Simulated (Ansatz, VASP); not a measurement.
**One calculation of Ag, two programs**

The input INCAR:

```
ALGO     = Fast           # electronic algorithm
EDIFF    = 1E-6           # SCF threshold, eV
ENCUT    = 520            # plane-wave cutoff, eV
GGA      = PS             # functional
ISIF     = 2              # what is computed and relaxed
ISMEAR   = 0              # smearing method
LASPH    = T              # aspherical terms in the spheres
LCHARG   = T              # write CHGCAR
LELF     = T              # ELF
LREAL    = F              # projectors in reciprocal space
LVHAR    = T            
LWAVE    = F              # write WAVECAR
NBANDS   = 12             # bands
NELM     = 100            # most SCF steps
PREC     = Accurate       # precision mode
SIGMA    = 0.15           # smearing width, eV
```

File KPOINTS:

```
k-points
0
Gamma
  20 20 20
```

The input POSCAR:

```
Ag
1.0
   -1.7384367000      1.7384367000      1.6556540000
    1.7384367000     -1.7384367000      1.6556540000
    1.7384367000      1.7384367000     -1.6556540000
Ag
1
Direct
    0.0000000000      0.0000000000      0.0000000000
```

Input for Ansatz:

```yaml
crystal:
  lattice:
    - [-1.7384367, 1.7384367, 1.655654]
    - [1.7384367, -1.7384367, 1.655654]
    - [1.7384367, 1.7384367, -1.655654]
  atoms:
    - { symbol: Ag, position: [0.0, 0.0, 0.0] }
basis:
  ecutwfc: 420
kpoints:
  mp_grid: { grid: [20, 20, 20] }
hamiltonian:
  xc: pbesol
scf:
  occupations: { method: gaussian, width: 0.15 }
output:
  forces: true
  stress: true
  eigenvalues: true
```

Change from the starting cell: strain +0.050 along x and y, +0.000 along z, atoms carried along.

Alike in both runs: task single point; functional PBEsol; k mesh 20 × 20 × 20; occupations gaussian, width 0.15 eV; no spin polarisation.

|  | VASP | Ansatz |
| --- | --- | --- |
| version | VASP 6.6.1 | Ansatz 0.2.0 |
| potentials or method | VASP PAW PBE potentials, release 64 (Ag), cutoff 520 eV | scalar-relativistic, plane waves, PAW |
| valence electrons in the cell | 11 | 19 |

```csv
,VASP,Ansatz,Ansatz less VASP
gap on the k mesh at the Fermi level (eV),none,none,-
pressure (GPa),-12.3,-12.3,0.00
"traceless stress, the component that is largest in VASP (GPa)",-0.39,-0.40,-0.007
```

VASP's potentials were made for PBE, not for PBEsol. A gap of «none» marks a metal or a gap that the smearing closes. VASP's potentials hold 11 valence electrons a cell and Ansatz's 19, so a difference there can come from the potentials and not from the codes.
